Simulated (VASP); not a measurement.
# AlN (Fm-3m) in VASP: further runs, part 2 of 2

VASP 6.6.1. Earlier steps stand in the parts before.

## (4) Single point, PBE

The COD entry that gives the cell may itself be a prediction, so a difference from it is no test against experiment.

This run uses another cell than the first one, of 7.79 Å³/atom, 1.063 times its volume.

The input, INCAR:

```
SYSTEM = AlN
PREC = Accurate ; ENCUT = 600
EDIFF = 1E-6 ; ISMEAR = 0
SIGMA = 0.01 ; LREAL = .False.
LASPH = .True. ; NELM = 120
ALGO = Normal ; ISIF = 2
LWAVE = .False. ; LCHARG = .False.
GGA = PE ; NBANDS = 11
GGA_COMPAT = .False.
```

The input, KPOINTS:

```
regular mesh
0
Gamma
  8 8 8
  0 0 0
```

The input, POSCAR:

```
AlN
1.0
    0.0000000000      1.9820401151      1.9820401151
    1.9820401151      0.0000000000      1.9820401151
    1.9820401151      1.9820401151      0.0000000000
Al N
1 1
Direct
    0.0000000000      0.0000000000      0.0000000000
    0.5000000000      0.5000000000      0.5000000000
```

Potentials or basis: VASP PAW PBE potentials, release 64 (Al, N).

Launch:

```bash
> cat potpaw_PBE.64/Al/POTCAR potpaw_PBE.64/N/POTCAR > POTCAR
> mpirun -np 1 vasp_std > vasp.out
```

OUTCAR:

```text
SYSTEM = AlN
   PREC = Accurate
   ENCUT = 600
   EDIFF = 1E-6
   ISMEAR = 0
   LREAL = .False.
   LASPH = .True.
   NELM = 120
   ISIF = 2
   GGA = PE

 ion  position               nearest neighbor table
   1  0.000  0.000  0.000-   2 1.98   2 1.98   2 1.98   2 1.98   2 1.98   2 1.98
   2  0.500  0.500  0.500-   1 1.98   1 1.98   1 1.98   1 1.98   1 1.98   1 1.98

  LATTYP: Found a face centered cubic cell.
 ALAT       =     3.9640802302

  Lattice vectors:

 A1 = (   0.0000000000,   1.9820401151,   1.9820401151)
 A2 = (   1.9820401151,   0.0000000000,   1.9820401151)
 A3 = (   1.9820401151,   1.9820401151,   0.0000000000)

Analysis of symmetry for initial positions (statically):
=====================================================================
 Subroutine PRICEL returns:
 Original cell was already a primitive cell.

 Routine SETGRP: Setting up the symmetry group for a
 face centered cubic supercell.

 Subroutine GETGRP returns: Found 48 space group operations
 (whereof 48 operations were pure point group operations)
 out of a pool of 48 trial point group operations.

The static configuration has the point symmetry O_h .

Analysis of symmetry for dynamics (positions and initial velocities):
=====================================================================
 Subroutine PRICEL returns:
 Original cell was already a primitive cell.

 Routine SETGRP: Setting up the symmetry group for a
 face centered cubic supercell.

 Subroutine GETGRP returns: Found 48 space group operations
 (whereof 48 operations were pure point group operations)
 out of a pool of 48 trial point group operations.

The dynamic configuration has the point symmetry O_h .

 Subroutine INISYM returns: Found 48 space group operations
 (whereof 48 operations are pure point group operations),
 and found     1 'primitive' translations

----------------------------------------------------------------------------------------

                                     Primitive cell
[... 114 lines left out ...]
  Thomas-Fermi vector in A             =   2.441622
   LORBIT       =      0    0 simple, 1 ext, 2 COOP (PROOUT), +10 PAW based schemes
   GGA     = PE    functional components
   LHFCALC =     F    Hartree Fock is set to
   AEXX    =    0.0000 exact exchange contribution
   IVDW    =     0    specifies the selected vdW correction
   LEPSILON=     F    determine dielectric tensor
   LRPA    =     F    only Hartree local field effects (RPA)
 non-spin polarized calculation
 Gauss-broadening in eV      SIGMA  =   0.01
  energy-cutoff  :      600.00
  volume of cell :       15.57
 maximum number of plane-waves:       534
 NGX is ok and might be reduce to    24
   NGX = 11   NGY = 11   NGZ = 11

 number of electron       8.0000000 magnetization

 Free energy of the ion-electron system (eV)
  ---------------------------------------------------
  ext. energy  EPLUGINS =         0.00000000
  ---------------------------------------------------
  free energy    TOTEN  =       -14.46033579 eV

  energy without entropy =      -14.46033579  energy(sigma->0) =      -14.46033579

 E-fermi :  10.8043     XC(G=0): -12.5661

 val. band max:       10.7527296553   @ k =   0.0000   0.0000   0.0000
 cond. band min:      15.9461310703   @ k =   0.5000   0.5000   0.0000
 fundamental gap:      5.1934014149
 Fermi energy:        10.8042909976

 k-point     1 :       0.0000    0.0000    0.0000
  band No.  band energies     occupation
      1      -7.3523      2.00000
      2      10.7527      2.00000
      3      10.7527      2.00000
      4      10.7527      2.00000
      5      17.3144      0.00000
      6      23.1095      0.00000
      7      23.1095      0.00000
      8      23.1095      0.00000
      9      28.4136      0.00000
     10      28.9826      0.00000
     11      28.9826      0.00000
[... 309 lines left out ...]
 k-point    24 :      -0.3750    0.2500    0.1250
  band No.  band energies     occupation
      1      -3.3119      2.00000
      2       2.9727      2.00000
      3       6.8353      2.00000
      4       8.6349      2.00000
      5      19.5971      0.00000
      6      19.8309      0.00000
      7      23.6703      0.00000
      8      24.1676      0.00000
      9      29.5716      0.00000
     10      30.6477      0.00000
     11      33.9985      0.00000

 [... further k-points ...]
[... 5 lines left out ...]
  --------------------------------------------------------------------------------------
  -------------------------------------------------------------------------------------
  Total        2.2327357      2.2327357      2.2327357      0.0000000      0.0000000      0.0000000
  in kB      229.7103623    229.7103623    229.7103623      0.0000000      0.0000000      0.0000000
  external PRESSURE =     229.7103623 kB  Pullay stress =       0.0000000 kB

 VOLUME and BASIS-vectors are now :
 -----------------------------------------------------------------------------
  energy-cutoff  :      600.00
  volume of cell :       15.57
      direct lattice vectors                 reciprocal lattice vectors
     0.000000000  1.982040115  1.982040115    -0.252265328  0.252265328  0.252265328
     1.982040115  0.000000000  1.982040115     0.252265328 -0.252265328  0.252265328
     1.982040115  1.982040115  0.000000000     0.252265328  0.252265328 -0.252265328

 POSITION                                       TOTAL-FORCE (eV/Angst)
 -----------------------------------------------------------------------------------
      0.00000      0.00000      0.00000         0.000000      0.000000      0.000000
      1.98204      1.98204      1.98204        -0.000000     -0.000000     -0.000000
 -----------------------------------------------------------------------------------
    total drift:                               -0.000000     -0.000000      0.000000

  FREE ENERGIE OF THE ION-ELECTRON SYSTEM (eV)
  ---------------------------------------------------
  free  energy   TOTEN  =       -14.4603357950 eV

  energy  without entropy=      -14.4603357950  energy(sigma->0) =      -14.46033579
```

OSZICAR:

```text
N       E                     dE             d eps       ncg     rms          rms(c)
DAV:   1     0.122413629228E+02    0.12241E+02   -0.43964E+03   638   0.704E+02
DAV:   2    -0.154690213718E+02   -0.27710E+02   -0.26707E+02   782   0.158E+02
DAV:   3    -0.162613810007E+02   -0.79236E+00   -0.79071E+00   780   0.236E+01
DAV:   4    -0.162645557807E+02   -0.31748E-02   -0.31745E-02   722   0.161E+00
DAV:   5    -0.162645835085E+02   -0.27728E-04   -0.27728E-04   743   0.149E-01    0.784E+00
DAV:   6    -0.144871772641E+02    0.17774E+01   -0.72138E+00   737   0.154E+01    0.281E+00
DAV:   7    -0.144654849019E+02    0.21692E-01   -0.22425E-01   733   0.337E+00    0.184E+00
DAV:   8    -0.144606474371E+02    0.48375E-02   -0.15627E-02   692   0.118E+00    0.361E-01
DAV:   9    -0.144602874647E+02    0.35997E-03   -0.13873E-03   745   0.246E-01    0.165E-01
DAV:  10    -0.144603446373E+02   -0.57173E-04   -0.16704E-04   713   0.911E-02    0.548E-02
DAV:  11    -0.144603360590E+02    0.85783E-05   -0.28964E-05   746   0.325E-02    0.852E-03
DAV:  12    -0.144603357950E+02    0.26399E-06   -0.91281E-07   396   0.837E-03
   1 F= -.14460336E+02 E0= -.14460336E+02  d E =-.939907E-16
```

Run time: 15 s. Hardware: 1 thread of AMD EPYC 7R13, shared host; peak memory 0.1 GiB.

What came out:

```
Free energy            : -14.4603 eV
Pressure               : 23.0 GPa
Band gap on the k mesh : 5.19 eV, indirect (least direct gap 6.56 eV)
```

A k mesh can miss the band edges. Expect the measured gap to be larger: semilocal functionals such as PBE lack the derivative discontinuity.

## (5) The runs side by side

```tsv
cell	gap on the mesh (eV)	pressure (GPa)
a = 2.747 Å, angles 60.0°, 2 atoms	5.07	46.1
a = 2.785 Å, angles 60.0°, 2 atoms	5.16	30.0
a = 2.803 Å, angles 60.0°, 2 atoms	5.19	23.0
```

Alike in all rows: task single point; level PBE; potentials or basis VASP PAW PBE potentials, release 64 (Al, N); no spin polarisation; k mesh 8 × 8 × 8; cutoff (eV) 600; smearing gaussian 0.01 eV.

Absolute energies hang on the potentials; compare differences alone.
